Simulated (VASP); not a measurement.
Write the native input for VASP 6.6.1 that does the following.

```
Task                   : single point
Functional             : r2SCAN
Potentials or basis    : VASP PAW PBE potentials, release 64 (Li_sv)
Cutoff                 : 520 eV
k mesh                 : 10 × 10 × 14
Occupations            : gaussian, width 0.1 eV
Spin                   : no spin polarisation
Dipole correction      : no
Further INCAR settings : ALGO = Normal; EDIFF = 1e-06; NBANDS = 14
```

The system is Li.

```
CELL_PARAMETERS angstrom
2.54505 -5.34932 0.00000
2.54505 5.34932 0.00000
0.00000 0.00000 3.09648
ATOMIC_POSITIONS crystal
Li 0.13001 0.86999 0.00000
Li 0.63001 0.36999 0.50000
Li 0.86999 0.13001 0.00000
Li 0.36999 0.63001 0.50000
```

The input as run:

POSCAR

```
Li
1.0
    2.5450528309     -5.3493206574      0.0000000000
    2.5450528309      5.3493206574      0.0000000000
    0.0000000000      0.0000000000      3.0964811480
Li
4
Direct
    0.1300071712      0.8699928288      0.0000000000
    0.6300071712      0.3699928288      0.5000000000
    0.8699928288      0.1300071712      1.0000000000
    0.3699928288      0.6300071712      0.5000000000
```

INCAR.step1

```
PREC = Accurate ; ENCUT = 520
ISMEAR = 0 ; SIGMA = 0.1
LREAL = F ; LASPH = T
NELM = 100 ; NBANDS = 14
GGA = PE ; ALGO = Normal
EDIFF = 1E-4 ; LWAVE = T
LCHARG = F
```

INCAR.step2

```
PREC = Accurate ; ENCUT = 520
EDIFF = 1E-6 ; ISMEAR = 0
SIGMA = 0.1 ; LREAL = F
LASPH = T ; NELM = 100
ALGO = Normal ; ISIF = 2
LWAVE = F ; LCHARG = F
METAGGA = R2SCAN ; LMIXTAU = T
NBANDS = 14 ; ISTART = 1
```

KPOINTS

```
Automatic mesh
0
Gamma
  10 10 14
```

Potentials or basis: VASP PAW PBE potentials, release 64 (Li_sv).

Run with:

```console
$ cat potpaw_PBE.64/Li_sv/POTCAR > POTCAR
$ cp INCAR.step1 INCAR
$ mpirun -np 1 vasp_std > vasp.out
$ cp INCAR.step2 INCAR
$ mpirun -np 1 vasp_std > vasp.out
```

It gave:

```json
{"Largest force": "0.023 eV/Å", "Band gap on the k mesh": "zero (bands 6 and 7 overlap by 3.25 eV)"}
```

Caveat: the PAW data sets were made with another functional, which shifts forces and pressure a little.

Wall time 16 min on 1 thread of Intel(R) Xeon(R) 6975P-C (Granite Rapids), with other jobs on the host, peak memory 0.37 GiB.
